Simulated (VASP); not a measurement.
A run of VASP 6.6.1:

The input INCAR:

```
SYSTEM = NaH
ALGO = Normal
DIPOL = 0.5 0.5 0.333
EDIFF = 1E-7
EDIFFG = -0.005
ENCUT = 500
GGA = CA
GGA_COMPAT = .FALSE.
IBRION = 2
IDIPOL = 3
ISIF = 3
ISMEAR = -1
LASPH = .TRUE.
LATTICE_CONSTRAINTS = .TRUE. .TRUE. .FALSE.
LCHARG = .FALSE.
LDIPOL = .TRUE.
LREAL = .FALSE.
LWAVE = .FALSE.
NELM = 120
NELMDL = -8
NELMIN = 4
NSW = 80
PREC = Accurate
SIGMA = 0.02
```

KPOINTS

```
k-points
0
G
  12 12 1
  0 0 0
```

File POSCAR:

```
NaH
1.0
    3.7270952301      0.0000000000      0.0000000000
   -1.8635476150      3.2277591516      0.0000000000
    0.0000000000      0.0000000000     24.6000000000
Na H
1 1
Direct
    0.3333333333      0.6666666667      0.3333344137
    0.6666666667      0.3333333333      0.3333322529
```

Potentials or basis: VASP PAW LDA potentials, release 64 (Na_pv, H).

Launch:

```sh
$ cat potpaw_LDA.64/Na_pv/POTCAR potpaw_LDA.64/H/POTCAR > POTCAR
$ mpirun -np 1 vasp_std > vasp.out
```

Hardware: 1 thread of Intel(R) Xeon(R) 6975P-C (Granite Rapids) (shared host).

**Question.** How long does it take, and how much memory?

**Answer.** Run time: 110 s on 1 thread of Intel(R) Xeon(R) 6975P-C (Granite Rapids), on a shared host, peak memory 0.3 GiB. Counts: scf iterations 56, k points 19, ion steps 4.
